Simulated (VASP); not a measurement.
Here is a VASP 6.6.1 calculation.

The input INCAR:

```
SYSTEM = CrCuO2
PREC = Accurate
ENCUT = 600
EDIFF = 1E-6
ISMEAR = 0
SIGMA = 0.05
LREAL = .FALSE.
LASPH = .TRUE.
NELM = 200
ALGO = Normal
ISIF = 2
LWAVE = .FALSE.
LCHARG = .FALSE.
LNONCOLLINEAR = .TRUE.
MAGMOM = 0 0 2.71 0 0 0.05 0 0 0 0 0 0
LORBIT = 11
LSORBIT = .TRUE.
GGA_COMPAT = .FALSE.
LORBMOM = .TRUE.
LMAXMIX = 4
LDAU = .TRUE.
LDAUTYPE = 2
LDAUL = 2 2 -1
LDAUU = 2.7 3 0
LDAUJ = 0 0 0
LDAUPRINT = 1
GGA = PE
NBANDS = 49
KPAR = 4
```

The input KPOINTS:

```
regular mesh
0
G
  10 10 10
  0 0 0
```

File POSCAR:

```
CrCuO2
1.0
    1.4867005117      0.8583469407      5.7000019085
   -1.4867005117      0.8583469407      5.7000019085
    0.0000000000     -1.7166938813      5.7000019085
Cr Cu O
1 1 2
Direct
    0.5000000000      0.5000000000      0.5000000000
    0.0000000000      0.0000000000      0.0000000000
    0.1079200000      0.1079200000      0.1079200000
    0.8920800000      0.8920800000      0.8920800000
```

Potentials or basis: VASP PAW PBE potentials, release 64 (Cr_pv, Cu, O).

Run with:

```console
$ cat potpaw_PBE.64/Cr_pv/POTCAR potpaw_PBE.64/Cu/POTCAR potpaw_PBE.64/O/POTCAR > POTCAR
$ mpirun -np 4 vasp_ncl > vasp.out
```

Predict the pressure.

7.6 GPa.

What does it give for the largest force?

0.321 eV/Å.

What does it give for the net moment?

3.00 μB per cell.

Stress tensor (GPa, compression positive):
```
8.40 0.00 0.00
0.00 8.40 0.00
0.00 0.00 5.85
```

The state reached can hang on the start; a lower one may exist.
